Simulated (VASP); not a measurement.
# Ir (Fm-3m) in VASP: settings compared

Ir is run at these levels: LDA, PBE, BLYP, r2SCAN; tasks: relaxation of cell and atoms.

Program: VASP 6.6.1. These are calculated values, not measurements. Logs are shortened: lines on timing, memory, paths and dates and some standing lists are left out, and cuts for length are marked.

**1. The cell of the first run**

Symmetry: Fm-3m, No. 225, cubic system. Conventional cell: a = 3.831 Å, b = 3.831 Å, c = 3.831 Å, α = 90.00°, β = 90.00°, γ = 90.00°. Within 3.6 Å of Ir (site symmetry m-3m) lie 12 Ir at 2.71 Å.

**2. Relaxation of cell and atoms, LDA**

INCAR reads:

```
PREC = Accurate
ENCUT = 600
EDIFF = 1E-7
ISMEAR = -1
SIGMA = 0.05
LREAL = False
LASPH = True
NELM = 60
ALGO = Normal
ISIF = 3
LWAVE = False
LCHARG = False
GGA = CA
IBRION = 2
NSW = 60
EDIFFG = -0.01
```

KPOINTS reads:

```
Automatic mesh
0
Gamma
  12 12 12
```

POSCAR reads:

```
Ir
1.0
    0.0000000000      1.9156000000      1.9156000000
    1.9156000000      0.0000000000      1.9156000000
    1.9156000000      1.9156000000      0.0000000000
Ir
1
Direct
    0.0000000000      0.0000000000      0.0000000000
```

Potentials or basis: VASP PAW LDA potentials, release 64 (Ir).

The run is started by

```sh
$ cat potpaw_LDA.64/Ir/POTCAR > POTCAR
$ mpirun -np 1 vasp_std > vasp.out
```

OUTCAR:

```text
PREC = Accurate
   ENCUT = 600
   EDIFF = 1E-7
   ISMEAR = -1
   LREAL = False
   LASPH = True
   NELM = 60
   ISIF = 3
   GGA = CA
   IBRION = 2
   NSW = 60
   EDIFFG = -0.01

 ion  position               nearest neighbor table
   1  0.000  0.000  0.000-

  LATTYP: Found a face centered cubic cell.
 ALAT       =     3.8312000000

  Lattice vectors:

 A1 = (   0.0000000000,   1.9156000000,   1.9156000000)
 A2 = (   1.9156000000,   0.0000000000,   1.9156000000)
 A3 = (   1.9156000000,   1.9156000000,   0.0000000000)

Analysis of symmetry for initial positions (statically):
[... 5 lines left out ...]
 face centered cubic supercell.

 Subroutine GETGRP returns: Found 48 space group operations
 (whereof 48 operations were pure point group operations)
 out of a pool of 48 trial point group operations.

The static configuration has the point symmetry O_h .

Analysis of symmetry for dynamics (positions and initial velocities):
[... 5 lines left out ...]
 face centered cubic supercell.

 Subroutine GETGRP returns: Found 48 space group operations
 (whereof 48 operations were pure point group operations)
 out of a pool of 48 trial point group operations.

The dynamic configuration has the point symmetry O_h .

 Subroutine INISYM returns: Found 48 space group operations
 (whereof 48 operations are pure point group operations),
 and found     1 'primitive' translations

----------------------------------------------------------------------------------------

                                     Primitive cell

  volume of cell :      14.0587

  direct lattice vectors                    reciprocal lattice vectors
     0.000000000  1.915600000  1.915600000    -0.261014826  0.261014826  0.261014826
     1.915600000  0.000000000  1.915600000     0.261014826 -0.261014826  0.261014826
     1.915600000  1.915600000  0.000000000     0.261014826  0.261014826 -0.261014826

  length of vectors
     2.709067500  2.709067500  2.709067500     0.452090940  0.452090940  0.452090940

  position of ions in fractional coordinates (direct lattice)
     0.000000000  0.000000000  0.000000000

  ion indices of the primitive-cell ions
   primitive index   ion index
                 1           1

----------------------------------------------------------------------------------------

 KPOINTS: Automatic mesh

Automatic generation of k-mesh.
 Grid dimensions read from file:
 generate k-points for:   12   12   12

 Generating k-lattice:

  Cartesian coordinates                     Fractional coordinates (reciprocal lattice)
    -0.021751235  0.021751235  0.021751235     0.083333333  0.000000000  0.000000000
     0.021751235 -0.021751235  0.021751235     0.000000000  0.083333333  0.000000000
     0.021751235  0.021751235 -0.021751235     0.000000000  0.000000000  0.083333333

  Length of vectors
     0.037674245  0.037674245  0.037674245

  Shift w.r.t. Gamma in fractional coordinates (k-lattice)
     0.000000000  0.000000000  0.000000000

 Subroutine IBZKPT returns following result:
 ===========================================

 Found     72 irreducible k-points:

 Following reciprocal coordinates:
            Coordinates               Weight
  0.000000  0.000000  0.000000      1.000000
  0.083333  0.000000  0.000000      8.000000
  0.166667  0.000000  0.000000      8.000000
  0.250000  0.000000  0.000000      8.000000
  0.333333  0.000000  0.000000      8.000000
  0.416667  0.000000  0.000000      8.000000
[... 16 lines left out ...]
  0.500000  0.166667  0.000000     24.000000
 -0.416667  0.166667  0.000000     24.000000
 [... further k-points ...]
   k-points           NKPTS =     72   k-points in BZ     NKDIM =     72   number of bands    NBANDS=      8
   number of dos      NEDOS =    301   number of ions     NIONS =      1
   total plane-waves  NPLWV =  13824
   dimension x,y,z NGX =    24 NGY =   24 NGZ =   24
   dimension x,y,z NGXF=    48 NGYF=   48 NGZF=   48
   ions per type =               1
   NGX,Y,Z   is equivalent  to a cutoff of  14.73, 14.73, 14.73 a.u.
   NGXF,Y,Z  is equivalent  to a cutoff of  29.46, 29.46, 29.46 a.u.
 SYSTEM =  unknown system
   PREC   = accura    normal or accurate (medium, high low for compatibility)
   ISTART =      0    job   : 0-new  1-cont  2-samecut
   ICHARG =      2    charge: 1-file 2-atom 10-const
   ISPIN  =      1    spin polarized calculation?
   LNONCOLLINEAR =      F non collinear calculations
   LSORBIT =      F    spin-orbit coupling
   LASPH  =      T    aspherical Exc in radial PAW
   ENCUT  =  600.0 eV  44.10 Ry    6.64 a.u.   5.41  5.41  5.41*2*pi/ulx,y,z
   NELM   =     60;   NELMIN=  2; NELMDL= -5     # of ELM steps
   EDIFF  = 0.1E-06   stopping-criterion for ELM
   LREAL  =      F    real-space projection
   EDIFFG = -.1E-01   stopping-criterion for IOM
   NSW    =     60    number of steps for IOM
   IBRION =      2    ionic relax: 0-MD 1-quasi-New 2-CG
   NFREE  =      1    steps in history (QN), initial steepest desc. (CG)
   ISIF   =      3    stress and relaxation
   ISYM   =      2    0-nonsym 1-usesym 2-fastsym
   POTIM  = 0.5000    time-step for ionic-motion
   TEBEG  =    0.0;   TEEND  =   0.0 temperature during run
   PSTRESS=    0.0 pullay stress
   NELECT =       9.0000    total number of electrons
   NUPDOWN=      -1.0000    fix difference up-down
   EMIN   =  10.00;   EMAX   =-10.00  energy-range for DOS
[... 5 lines left out ...]
     AMIX     =   0.40;   BMIX     =  1.00
     AMIX_MAG =   1.60;   BMIX_MAG =  1.00
  volume/ion in A,a.u.               =      14.06        94.87
  Fermi-wavevector in a.u.,A,eV,Ry     =   1.410937  2.666284 27.085691  1.990742
  Thomas-Fermi vector in A             =   2.532839
   LORBIT       =      0    0 simple, 1 ext, 2 COOP (PROOUT), +10 PAW based schemes
   GGA     = CA    functional components
   LHFCALC =     F    Hartree Fock is set to
   AEXX    =    0.0000 exact exchange contribution
   IVDW    =     0    specifies the selected vdW correction
   LEPSILON=     F    determine dielectric tensor
   LRPA    =     F    only Hartree local field effects (RPA)
 conjugate gradient relaxation of ions
 non-spin polarized calculation
  energy-cutoff  :      600.00
  volume of cell :       14.06
 maximum number of plane-waves:       495
 NGX is ok and might be reduce to    24
   NGX = 11   NGY = 11   NGZ = 11

--------------------------------------- Ionic step        1  -------------------------------------------

 number of electron       9.0000000 magnetization

 Free energy of the ion-electron system (eV)
  ---------------------------------------------------
  ext. energy  EPLUGINS =         0.00000000
  ---------------------------------------------------
  free energy    TOTEN  =       -10.34531150 eV

  energy without entropy =      -10.34064792  energy(sigma->0) =      -10.34297971

------------------------ aborting loop because EDIFF is reached ----------------------------------------

  FORCE on cell =-STRESS in cart. coord.  units (eV):
  Direction    XX          YY          ZZ          XY          YZ          ZX
  --------------------------------------------------------------------------------------
  -------------------------------------------------------------------------------------
  Total       -0.3570887     -0.3570887     -0.3570887     -0.0000000     -0.0000000      0.0000000
  in kB      -40.6951124    -40.6951124    -40.6951124     -0.0000000     -0.0000000      0.0000000
  external PRESSURE =     -40.6951124 kB  Pullay stress =       0.0000000 kB

 VOLUME and BASIS-vectors are now :
 -----------------------------------------------------------------------------
  energy-cutoff  :      600.00
  volume of cell :       14.06
      direct lattice vectors                 reciprocal lattice vectors
     0.000000000  1.915600000  1.915600000    -0.261014826  0.261014826  0.261014826
     1.915600000  0.000000000  1.915600000     0.261014826 -0.261014826  0.261014826
     1.915600000  1.915600000  0.000000000     0.261014826  0.261014826 -0.261014826

 POSITION                                       TOTAL-FORCE (eV/Angst)
 -----------------------------------------------------------------------------------
      0.00000      0.00000      0.00000         0.000000      0.000000     -0.000000
 -----------------------------------------------------------------------------------
    total drift:                               -0.000000      0.000000     -0.000000

  FREE ENERGIE OF THE ION-ELECTRON SYSTEM (eV)
  ---------------------------------------------------
  free  energy   TOTEN  =       -10.3453115006 eV

  energy  without entropy=      -10.3406479161  energy(sigma->0) =      -10.34297971

--------------------------------------- Ionic step        2  -------------------------------------------

 number of electron       9.0000000 magnetization

------------------------ aborting loop because EDIFF is reached ----------------------------------------

  FORCE on cell =-STRESS in cart. coord.  units (eV):
  Direction    XX          YY          ZZ          XY          YZ          ZX
  --------------------------------------------------------------------------------------
  -------------------------------------------------------------------------------------
  Total        1.5687438      1.5687438      1.5687438      0.0000000      0.0000000      0.0000000
  in kB      188.3468459    188.3468459    188.3468459      0.0000000      0.0000000      0.0000000
  external PRESSURE =     188.3468459 kB  Pullay stress =       0.0000000 kB

 VOLUME and BASIS-vectors are now :
 -----------------------------------------------------------------------------
  energy-cutoff  :      600.00
  volume of cell :       13.34
      direct lattice vectors                 reciprocal lattice vectors
    -0.000000000  1.882600134  1.882600134    -0.265590122  0.265590122  0.265590122
     1.882600134 -0.000000000  1.882600134     0.265590122 -0.265590122  0.265590122
     1.882600134  1.882600134  0.000000000     0.265590122  0.265590122 -0.265590122

 POSITION                                       TOTAL-FORCE (eV/Angst)
 -----------------------------------------------------------------------------------
      1.88260      1.88260      3.76520         0.000000     -0.000000     -0.000000
 -----------------------------------------------------------------------------------
    total drift:                               -0.000000     -0.000000     -0.000000

  FREE ENERGIE OF THE ION-ELECTRON SYSTEM (eV)
  ---------------------------------------------------
  free  energy   TOTEN  =       -10.3150306837 eV

  energy  without entropy=      -10.3108173825  energy(sigma->0) =      -10.31292403

--------------------------------------- Ionic step        3  -------------------------------------------

 number of electron       9.0000000 magnetization

 Free energy of the ion-electron system (eV)
  ---------------------------------------------------
  ext. energy  EPLUGINS =         0.00000000
  ---------------------------------------------------
  free energy    TOTEN  =       -10.34716036 eV

  energy without entropy =      -10.34258689  energy(sigma->0) =      -10.34487363

 E-fermi :  10.6345     XC(G=0): -14.2348

 val. band max:       10.6070617098   @ k =   0.3333   0.0833   0.0000
 cond. band min:      10.6358030402   @ k =  -0.2500   0.0833   0.0000
 fundamental gap:      0.0287413305
 Fermi energy:        10.6344768933

 k-point     1 :       0.0000    0.0000    0.0000
  band No.  band energies     occupation
      1      -0.6814      2.00000
      2       6.5833      2.00000
      3       6.5833      2.00000
      4       6.5833      2.00000
      5       9.3775      2.00000
      6       9.3775      2.00000
      7      24.9144      0.00000
      8      30.5472      0.00000
[... 243 lines left out ...]
 k-point    24 :      -0.4167    0.1667    0.0000
  band No.  band energies     occupation
      1       3.2722      2.00000
      2       5.7152      2.00000
      3       7.3380      2.00000
      4       7.5517      2.00000
      5      11.0597      0.00040
      6      14.4666      0.00000
      7      17.9963      0.00000
      8      26.0154      0.00000

 [... further k-points ...]
[... 5 lines left out ...]
  --------------------------------------------------------------------------------------
  -------------------------------------------------------------------------------------
  Total       -0.0071638     -0.0071638     -0.0071638      0.0000000      0.0000000      0.0000000
  in kB       -0.8246993     -0.8246993     -0.8246993      0.0000000      0.0000000      0.0000000
  external PRESSURE =      -0.8246993 kB  Pullay stress =       0.0000000 kB

 VOLUME and BASIS-vectors are now :
 -----------------------------------------------------------------------------
  energy-cutoff  :      600.00
  volume of cell :       13.92
      direct lattice vectors                 reciprocal lattice vectors
    -0.000000000  1.909159675  1.909159675    -0.261895328  0.261895328  0.261895328
     1.909159675 -0.000000000  1.909159675     0.261895328 -0.261895328  0.261895328
     1.909159675  1.909159675  0.000000000     0.261895328  0.261895328 -0.261895328

 POSITION                                       TOTAL-FORCE (eV/Angst)
 -----------------------------------------------------------------------------------
      0.00000      0.00000      0.00000         0.000000      0.000000     -0.000000
 -----------------------------------------------------------------------------------
    total drift:                               -0.000000     -0.000000     -0.000000

  FREE ENERGIE OF THE ION-ELECTRON SYSTEM (eV)
  ---------------------------------------------------
  free  energy   TOTEN  =       -10.3471603582 eV

  energy  without entropy=      -10.3425868936  energy(sigma->0) =      -10.34487363

 reached required accuracy - stopping structural energy minimisation
```

It took 9.1 s on 1 thread of Intel Xeon 6975P-C (Granite Rapids), shared host; peak memory 0.16 GiB.

Results:

| Item | Value |
| --- | --- |
| Free energy | -10.3472 eV |
| Relaxed volume | 13.92 Å³/atom |
| Relaxed cell | a = 2.700 Å, b = 2.700 Å, c = 2.700 Å, α = 60.00°, β = 60.00°, γ = 60.00° |
| Space group after relaxing (to 0.05 Å) | Fm-3m (No. 225) |
| Energy gained by relaxing | 1.8 meV/atom |
| Ionic steps | 3 |
| Pressure after relaxing | -0.1 GPa |

Step by step:
| step | energy change (eV) | largest force (eV/Å) | pressure (GPa) | volume (Å³) |
| --- | --- | --- | --- | --- |
| 1 | 0.0000 | 0.0000 | -4.07 | 14.06 |
| 2 | 0.0303 | 0.0000 | 18.83 | 13.34 |
| 3 | -0.0018 | 0.0000 | -0.08 | 13.92 |

Final structure:
```
CELL_PARAMETERS angstrom
0.00000 1.90916 1.90916
1.90916 0.00000 1.90916
1.90916 1.90916 0.00000
ATOMIC_POSITIONS crystal
Ir 0.00000 0.00000 0.00000
```

Caveat: spin-orbit coupling is left out, which moves the levels of the heavy elements.

**3. Relaxation of cell and atoms, PBE**

INCAR reads:

```
SYSTEM = Ir
PREC = Accurate
ENCUT = 600
EDIFF = 1E-6
ISMEAR = -1
SIGMA = 0.05
LREAL = .FALSE.
LASPH = .TRUE.
NELM = 80
ALGO = Normal
ISIF = 3
LWAVE = .FALSE.
LCHARG = .FALSE.
GGA = PE
IBRION = 2
NSW = 60
EDIFFG = -0.01
```

KPOINTS reads:

```
regular mesh
0
G
  12 12 12
  0 0 0
```

POSCAR is that of step 2.

Potentials or basis: VASP PAW PBE potentials, release 64 (Ir).

The run is started by

```sh
$ cat potpaw_PBE.64/Ir/POTCAR > POTCAR
$ mpirun -np 1 vasp_std > vasp.out
```

Run time: 12 s. Hardware: 1 thread of Intel Xeon 6975P-C (Granite Rapids), shared host; peak memory 0.16 GiB.

The run converged. Its results:

| Property | Result |
| --- | --- |
| Free energy | -8.8699 eV |
| Relaxed volume | 14.51 Å³/atom |
| Relaxed cell | a = 2.738 Å, b = 2.738 Å, c = 2.738 Å, α = 60.00°, β = 60.00°, γ = 60.00° |
| Space group after relaxing (to 0.05 Å) | Fm-3m (No. 225) |
| Energy gained by relaxing | 16.0 meV/atom |
| Ionic steps | 4 |
| Pressure after relaxing | -0.1 GPa |

Step by step:
```
step  energy change (eV)  largest force (eV/Å)  pressure (GPa)  volume (Å³)
   1              0.0000                0.0000           11.89        14.06
   2              0.1732                0.0000          -30.08        16.29
   3             -0.0160                0.0000           -0.56        14.53
   4             -0.0160                0.0000           -0.06        14.51
```

Final structure:
```cif
data_structure
_symmetry_space_group_name_H-M 'P 1'
_symmetry_Int_Tables_number 1
_cell_length_a 2.7376
_cell_length_b 2.7376
_cell_length_c 2.7376
_cell_angle_alpha 60.000
_cell_angle_beta 60.000
_cell_angle_gamma 60.000
_cell_volume 14.51
loop_
_atom_site_label
_atom_site_type_symbol
_atom_site_fract_x
_atom_site_fract_y
_atom_site_fract_z
_atom_site_occupancy
Ir1 Ir 0.00000 0.00000 0.00000 1
```

Levels at points of the mesh, in eV from the Fermi level:
```tsv
k point	band 1	band 2	band 3	band 4	band 5	band 6	band 7	band 8
(0.00, 0.00, 0.00)	-10.87	-3.76	-3.76	-3.76	-1.18	-1.18	14.35	19.79
(0.50, 0.00, 0.00)	-7.86	-3.86	-3.86	-0.72	0.83	0.83	6.99	13.89
(0.50, 0.50, 0.00)	-7.65	-7.09	0.79	1.38	1.38	1.68	10.14	11.57
```

Caveat: spin-orbit coupling is left out, which moves the levels of the heavy elements.

[end of part 1 of 2]
